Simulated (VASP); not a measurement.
# CoO (Fm-3m) in VASP: a series of runs

The runs below take CoO through single point, with PBE.

Everything below comes from runs of VASP 6.6.1. Logs are shortened: lines on timing, memory, paths and dates and some standing lists are left out, and cuts for length are marked.

### 1 The cell of the first run

It takes space group Fm-3m (No. 225, cubic). The conventional cell has a = 4.156 Å, b = 4.156 Å, c = 4.156 Å, α = 90.00°, β = 90.00°, γ = 90.00°. Within 2.8 Å of Co (site symmetry m-3m) lie 6 O at 2.08 Å. O (site symmetry m-3m) has 6 Co at 2.08 Å within 2.8 Å.

### 2 Single point, PBE (volume scaled by 1.040)

The input, INCAR:

```
ALGO = Normal
EDIFF = 1E-6
ENCUT = 520
GGA = PE
ISIF = 2
ISMEAR = 0
LASPH = T
LCHARG = F
LREAL = F
LWAVE = F
NBANDS = 14
NELM = 80
PREC = Accurate
SIGMA = 0.05
```

The input, KPOINTS:

```
k-points
0
Gamma
  14 14 14
```

The input, POSCAR:

```
CoO
1.0
    0.0000000000      2.0778836380      2.0778836380
    2.0778836380      0.0000000000      2.0778836380
    2.0778836380      2.0778836380      0.0000000000
Co O
1 1
Direct
    0.0000000000      0.0000000000      0.0000000000
    0.5000000000      0.5000000000      0.5000000000
```

Potentials or basis: VASP PAW PBE potentials, release 64 (Co, O).

Started as:

```sh
> cat potpaw_PBE.64/Co/POTCAR potpaw_PBE.64/O/POTCAR > POTCAR
> mpirun -np 1 vasp_std > vasp.out
```

OUTCAR:

```text
EDIFF = 1E-6
   ENCUT = 520
   GGA = PE
   ISIF = 2
   ISMEAR = 0
   LASPH = T
   LREAL = F
   NELM = 80
   PREC = Accurate

 ion  position               nearest neighbor table
   1  0.000  0.000  0.000-   2 2.08   2 2.08   2 2.08   2 2.08   2 2.08   2 2.08
   2  0.500  0.500  0.500-   1 2.08   1 2.08   1 2.08   1 2.08   1 2.08   1 2.08

  LATTYP: Found a face centered cubic cell.
 ALAT       =     4.1557672760

  Lattice vectors:

 A1 = (   0.0000000000,   2.0778836380,   2.0778836380)
 A2 = (   2.0778836380,   0.0000000000,   2.0778836380)
 A3 = (   2.0778836380,   2.0778836380,   0.0000000000)

Analysis of symmetry for initial positions (statically):
=====================================================================
 Subroutine PRICEL returns:
 Original cell was already a primitive cell.

 Routine SETGRP: Setting up the symmetry group for a
 face centered cubic supercell.

 Subroutine GETGRP returns: Found 48 space group operations
[... 9 lines left out ...]

 Routine SETGRP: Setting up the symmetry group for a
 face centered cubic supercell.

 Subroutine GETGRP returns: Found 48 space group operations
[... 11 lines left out ...]
                                     Primitive cell

  volume of cell :      17.9429

  direct lattice vectors                    reciprocal lattice vectors
     0.000000000  2.077883638  2.077883638    -0.240629451  0.240629451  0.240629451
     2.077883638  0.000000000  2.077883638     0.240629451 -0.240629451  0.240629451
     2.077883638  2.077883638  0.000000000     0.240629451  0.240629451 -0.240629451

  length of vectors
     2.938571222  2.938571222  2.938571222     0.416782436  0.416782436  0.416782436

  position of ions in fractional coordinates (direct lattice)
     0.000000000  0.000000000  0.000000000
     0.500000000  0.500000000  0.500000000

  ion indices of the primitive-cell ions
   primitive index   ion index
                 1           1
                 2           2

----------------------------------------------------------------------------------------

 KPOINTS: k-points

Automatic generation of k-mesh.
 Grid dimensions read from file:
 generate k-points for:   14   14   14

 Generating k-lattice:

  Cartesian coordinates                     Fractional coordinates (reciprocal lattice)
    -0.017187818  0.017187818  0.017187818     0.071428571  0.000000000  0.000000000
     0.017187818 -0.017187818  0.017187818     0.000000000  0.071428571  0.000000000
     0.017187818  0.017187818 -0.017187818     0.000000000  0.000000000  0.071428571

  Length of vectors
     0.029770174  0.029770174  0.029770174

  Shift w.r.t. Gamma in fractional coordinates (k-lattice)
     0.000000000  0.000000000  0.000000000

 Subroutine IBZKPT returns following result:
 ===========================================

 Found    104 irreducible k-points:

 Following reciprocal coordinates:
            Coordinates               Weight
  0.000000  0.000000  0.000000      1.000000
  0.071429  0.000000  0.000000      8.000000
  0.142857  0.000000  0.000000      8.000000
  0.214286  0.000000  0.000000      8.000000
  0.285714  0.000000  0.000000      8.000000
  0.357143  0.000000  0.000000      8.000000
[... 16 lines left out ...]
  0.214286  0.142857  0.000000     24.000000
  0.285714  0.142857  0.000000     24.000000
 [... further k-points ...]
   k-points           NKPTS =    104   k-points in BZ     NKDIM =    104   number of bands    NBANDS=     14
   number of dos      NEDOS =    301   number of ions     NIONS =      2
   total plane-waves  NPLWV =  13824
   dimension x,y,z NGX =    24 NGY =   24 NGZ =   24
   dimension x,y,z NGXF=    48 NGYF=   48 NGZF=   48
   ions per type =               1   1
   NGX,Y,Z   is equivalent  to a cutoff of  13.58, 13.58, 13.58 a.u.
   NGXF,Y,Z  is equivalent  to a cutoff of  27.16, 27.16, 27.16 a.u.
 SYSTEM =  unknown system
   PREC   = accura    normal or accurate (medium, high low for compatibility)
   ISTART =      0    job   : 0-new  1-cont  2-samecut
   ICHARG =      2    charge: 1-file 2-atom 10-const
   ISPIN  =      1    spin polarized calculation?
   LNONCOLLINEAR =      F non collinear calculations
   LSORBIT =      F    spin-orbit coupling
   LASPH  =      T    aspherical Exc in radial PAW
   ENCUT  =  520.0 eV  38.22 Ry    6.18 a.u.   5.46  5.46  5.46*2*pi/ulx,y,z
   NELM   =     80;   NELMIN=  2; NELMDL= -5     # of ELM steps
   EDIFF  = 0.1E-05   stopping-criterion for ELM
   LREAL  =      F    real-space projection
   EDIFFG = 0.1E-04   stopping-criterion for IOM
   NSW    =      0    number of steps for IOM
   IBRION =     -1    ionic relax: 0-MD 1-quasi-New 2-CG
   NFREE  =      0    steps in history (QN), initial steepest desc. (CG)
   ISIF   =      2    stress and relaxation
   ISYM   =      2    0-nonsym 1-usesym 2-fastsym
   POTIM  = 0.5000    time-step for ionic-motion
   TEBEG  =    0.0;   TEEND  =   0.0 temperature during run
   PSTRESS=    0.0 pullay stress
   NELECT =      15.0000    total number of electrons
   NUPDOWN=      -1.0000    fix difference up-down
   EMIN   =  10.00;   EMAX   =-10.00  energy-range for DOS
   EFERMI =   0.00;   METHOD = LEGACY
   ISMEAR =     0;   SIGMA  =   0.05  broadening in eV -4-tet -1-fermi 0-gaus
   EFERMI_NEDOS =   21; number of points for ismear=-14 and -15
   IALGO  =     38    algorithm
   IMIX   =      4    mixing-type and parameters
     AMIX     =   0.40;   BMIX     =  1.00
     AMIX_MAG =   1.60;   BMIX_MAG =  1.00
  volume/ion in A,a.u.               =       8.97        60.54
  Fermi-wavevector in a.u.,A,eV,Ry     =   1.542200  2.914335 32.359835  2.378381
  Thomas-Fermi vector in A             =   2.648038
   LORBIT       =      0    0 simple, 1 ext, 2 COOP (PROOUT), +10 PAW based schemes
   GGA     = PE    functional components
   LHFCALC =     F    Hartree Fock is set to
   AEXX    =    0.0000 exact exchange contribution
   IVDW    =     0    specifies the selected vdW correction
   LEPSILON=     F    determine dielectric tensor
   LRPA    =     F    only Hartree local field effects (RPA)
 non-spin polarized calculation
 Gauss-broadening in eV      SIGMA  =   0.05
  energy-cutoff  :      520.00
  volume of cell :       17.94
 maximum number of plane-waves:       531
 NGX is ok and might be reduce to    24
   NGX = 11   NGY = 11   NGZ = 11

 number of electron      14.9999998 magnetization

 Free energy of the ion-electron system (eV)
  ---------------------------------------------------
  ext. energy  EPLUGINS =         0.00000000
  ---------------------------------------------------
  free energy    TOTEN  =       -12.70132018 eV

  energy without entropy =      -12.69850732  energy(sigma->0) =      -12.69991375

 E-fermi :   8.8363     XC(G=0): -12.8510

 val. band max:        8.8340466841   @ k =  -0.2857   0.2857   0.0000
 cond. band min:       8.8562818130   @ k =  -0.2857   0.3571   0.0714
 fundamental gap:      0.0222351289
 Fermi energy:         8.8362758095

 k-point     1 :       0.0000    0.0000    0.0000
  band No.  band energies     occupation
      1     -12.1925      2.00000
      2       5.1806      2.00000
      3       5.1806      2.00000
      4       5.1806      2.00000
      5       7.2433      2.00000
      6       7.2433      2.00000
      7       7.2433      2.00000
      8       7.6719      2.00000
      9       7.6720      2.00000
     10      10.5224      0.00000
     11      26.0926      0.00000
     12      28.0617      0.00000
     13      28.0618      0.00000
     14      28.0618      0.00000

 k-point     2 :       0.0714    0.0000    0.0000
  band No.  band energies     occupation
      1     -12.1340      2.00000
      2       4.7630      2.00000
      3       4.9677      2.00000
      4       4.9677      2.00000
      5       7.3055      2.00000
      6       7.3055      2.00000
      7       7.3473      2.00000
      8       7.8965      2.00000
      9       7.8966      2.00000
     10      10.8635      0.00000
     11      25.1772      0.00000
     12      27.9162      0.00000
     13      27.9162      0.00000
     14      28.5443      0.00000

 k-point     3 :       0.1429    0.0000    0.0000
  band No.  band energies     occupation
      1     -11.9666      2.00000
      2       3.8348      2.00000
      3       4.5059      2.00000
      4       4.5059      2.00000
      5       7.4462      2.00000
      6       7.4462      2.00000
      7       7.5327      2.00000
      8       8.4279      2.00000
      9       8.4280      2.00000
     10      11.6876      0.00000
     11      23.5766      0.00000
     12      27.3126      0.00000
     13      27.3126      0.00000
     14      29.0901      0.00000
[... 324 lines left out ...]
 k-point    23 :       0.2143    0.1429    0.0000
  band No.  band energies     occupation
      1     -11.7254      2.00000
      2       2.7201      2.00000
      3       4.3308      2.00000
      4       4.4172      2.00000
      5       6.9981      2.00000
      6       7.8257      2.00000
      7       8.0308      2.00000
      8       8.1956      2.00000
      9       8.8884      0.14016
     10      13.0648      0.00000
     11      22.9761      0.00000
     12      25.0887      0.00000
     13      26.0958      0.00000
     14      27.0361      0.00000

 k-point    24 :       0.2857    0.1429    0.0000
  band No.  band energies     occupation
      1     -11.4830      2.00000
      2       2.0810      2.00000
      3       3.7791      2.00000
      4       4.0250      2.00000
      5       7.1438      2.00000
      6       7.9953      2.00000
      7       8.2014      2.00000
      8       8.6559      2.00000
      9       9.3551      0.00000
     10      13.9226      0.00000
     11      21.6066      0.00000
     12      23.8145      0.00000
     13      25.4612      0.00000
     14      27.8333      0.00000

 [... further k-points ...]

------------------------ aborting loop because EDIFF is reached ----------------------------------------

  FORCE on cell =-STRESS in cart. coord.  units (eV):
  Direction    XX          YY          ZZ          XY          YZ          ZX
  --------------------------------------------------------------------------------------
  -------------------------------------------------------------------------------------
  Total       -0.8896151     -0.8896151     -0.8896151     -0.0000000     -0.0000000     -0.0000000
  in kB      -79.4363110    -79.4363110    -79.4363110     -0.0000000     -0.0000000     -0.0000000
  external PRESSURE =     -79.4363110 kB  Pullay stress =       0.0000000 kB

 VOLUME and BASIS-vectors are now :
 -----------------------------------------------------------------------------
  energy-cutoff  :      520.00
  volume of cell :       17.94
      direct lattice vectors                 reciprocal lattice vectors
     0.000000000  2.077883638  2.077883638    -0.240629451  0.240629451  0.240629451
     2.077883638  0.000000000  2.077883638     0.240629451 -0.240629451  0.240629451
     2.077883638  2.077883638  0.000000000     0.240629451  0.240629451 -0.240629451

 POSITION                                       TOTAL-FORCE (eV/Angst)
 -----------------------------------------------------------------------------------
      0.00000      0.00000      0.00000        -0.000000     -0.000000     -0.000000
      2.07788      2.07788      2.07788         0.000000      0.000000      0.000000
 -----------------------------------------------------------------------------------
    total drift:                                0.000000     -0.000000     -0.000000

  FREE ENERGIE OF THE ION-ELECTRON SYSTEM (eV)
  ---------------------------------------------------
  free  energy   TOTEN  =       -12.7013201809 eV

  energy  without entropy=      -12.6985073205  energy(sigma->0) =      -12.69991375
```

It took 13 s on 1 thread of Intel Xeon Platinum 8488C (Sapphire Rapids), shared host; peak memory 0.16 GiB.

Results:

```yaml
Free_energy: -12.7013 eV
Pressure: -7.9 GPa
```

Levels at points of the mesh, in eV from the Fermi level:
```csv
k point,band 6,band 7,band 8,band 9,band 10,band 11
"(0.00, 0.00, 0.00)",-1.59,-1.59,-1.16,-1.16,1.69,17.26
"(0.50, 0.00, 0.00)",-0.58,-0.26,1.71,1.71,5.49,10.31
"(0.50, 0.50, 0.00)",-0.69,-0.25,-0.25,-0.10,7.01,10.36
```

Caveat: the cell differs from its parent crystal (volume scaled by 1.040); an odd number of electrons without spin polarisation forces a metal; a magnetic or distorted state may lie lower; the run has no spin polarisation, though such a crystal can be magnetic; semilocal functionals often make such compounds metallic where correlation or magnetic order opens a gap, which also shifts bond lengths.

### 3 Single point, PBE

This run uses another cell than the first one, of 9.68 Å³/atom, 1.079 times its volume.

The input, INCAR:

```
PREC = Accurate
ENCUT = 520
EDIFF = 1E-7
ISMEAR = 0
SIGMA = 0.05
LREAL = F
LASPH = T
NELM = 60
ALGO = Normal
ISIF = 2
LWAVE = F
LCHARG = F
GGA = PE
NBANDS = 14
```

The input, KPOINTS:

```
Automatic mesh
0
Gamma
  14 14 14
```

The input, POSCAR:

```
CoO
1.0
    0.0000000000      2.1315000000      2.1315000000
    2.1315000000      0.0000000000      2.1315000000
    2.1315000000      2.1315000000      0.0000000000
Co O
1 1
Direct
    0.0000000000      0.0000000000      0.0000000000
    0.5000000000      0.5000000000      0.5000000000
```

Potentials or basis: VASP PAW PBE potentials, release 64 (Co, O).

Started as:

```sh
> cat potpaw_PBE.64/Co/POTCAR potpaw_PBE.64/O/POTCAR > POTCAR
> mpirun -np 1 vasp_std > vasp.out
```

OUTCAR:

```text
PREC = Accurate
   ENCUT = 520
   EDIFF = 1E-7
   ISMEAR = 0
   LREAL = F
   LASPH = T
   NELM = 60
   ISIF = 2
   GGA = PE

 ion  position               nearest neighbor table
   1  0.000  0.000  0.000-   2 2.13   2 2.13   2 2.13   2 2.13   2 2.13   2 2.13
   2  0.500  0.500  0.500-   1 2.13   1 2.13   1 2.13   1 2.13   1 2.13   1 2.13

  LATTYP: Found a face centered cubic cell.
 ALAT       =     4.2630000000

  Lattice vectors:

 A1 = (   0.0000000000,   2.1315000000,   2.1315000000)
 A2 = (   2.1315000000,   0.0000000000,   2.1315000000)
 A3 = (   2.1315000000,   2.1315000000,   0.0000000000)

Analysis of symmetry for initial positions (statically):
=====================================================================
 Subroutine PRICEL returns:
 Original cell was already a primitive cell.

 Routine SETGRP: Setting up the symmetry group for a
 face centered cubic supercell.

 Subroutine GETGRP returns: Found 48 space group operations
[... 9 lines left out ...]

 Routine SETGRP: Setting up the symmetry group for a
 face centered cubic supercell.

 Subroutine GETGRP returns: Found 48 space group operations
[... 164 lines left out ...]
      5       6.3297      2.00000
      6       6.3297      2.00000
      7       6.3297      2.00000
      8       6.6971      2.00000
      9       6.6972      2.00000
     10       9.0042      0.00000
     11      24.7452      0.00000
     12      26.3362      0.00000
     13      26.3362      0.00000
     14      26.3362      0.00000
[... 377 lines left out ...]
      1     -12.0015      2.00000
      2       1.5073      2.00000
      3       3.1190      2.00000
      4       3.3410      2.00000
      5       6.2441      2.00000
      6       6.9818      2.00000
      7       7.1570      2.00000
      8       7.5650      1.99934
      9       8.1486      0.00000
     10      12.3519      0.00000
     11      20.0655      0.00000
     12      22.0620      0.00000
     13      23.6744      0.00000
     14      25.9626      0.00000

 [... further k-points ...]

------------------------ aborting loop because EDIFF is reached ----------------------------------------

  FORCE on cell =-STRESS in cart. coord.  units (eV):
  Direction    XX          YY          ZZ          XY          YZ          ZX
  --------------------------------------------------------------------------------------
  -------------------------------------------------------------------------------------
  Total       -2.4214278     -2.4214278     -2.4214278      0.0000000      0.0000000     -0.0000000
  in kB     -200.3069880   -200.3069880   -200.3069880      0.0000000      0.0000000     -0.0000000
  external PRESSURE =    -200.3069880 kB  Pullay stress =       0.0000000 kB

 VOLUME and BASIS-vectors are now :
 -----------------------------------------------------------------------------
  energy-cutoff  :      520.00
  volume of cell :       19.37
      direct lattice vectors                 reciprocal lattice vectors
     0.000000000  2.131500000  2.131500000    -0.234576589  0.234576589  0.234576589
     2.131500000  0.000000000  2.131500000     0.234576589 -0.234576589  0.234576589
     2.131500000  2.131500000  0.000000000     0.234576589  0.234576589 -0.234576589

 POSITION                                       TOTAL-FORCE (eV/Angst)
 -----------------------------------------------------------------------------------
      0.00000      0.00000      0.00000         0.000000      0.000000      0.000000
      2.13150      2.13150      2.13150        -0.000000     -0.000000     -0.000000
 -----------------------------------------------------------------------------------
    total drift:                                0.000000     -0.000000     -0.000000

  FREE ENERGIE OF THE ION-ELECTRON SYSTEM (eV)
  ---------------------------------------------------
  free  energy   TOTEN  =       -12.5739226801 eV

  energy  without entropy=      -12.5703262234  energy(sigma->0) =      -12.57212445
```

Wall time 15 s (1 thread of Intel Xeon Platinum 8488C (Sapphire Rapids), shared host); peak memory 0.16 GiB.

What came out:

```yaml
Free_energy: -12.5739 eV
Pressure: -20.0 GPa
```

Caveat: an odd number of electrons without spin polarisation forces a metal; a magnetic or distorted state may lie lower; the run has no spin polarisation, though such a crystal can be magnetic; semilocal functionals often make such compounds metallic where correlation or magnetic order opens a gap, which also shifts bond lengths.
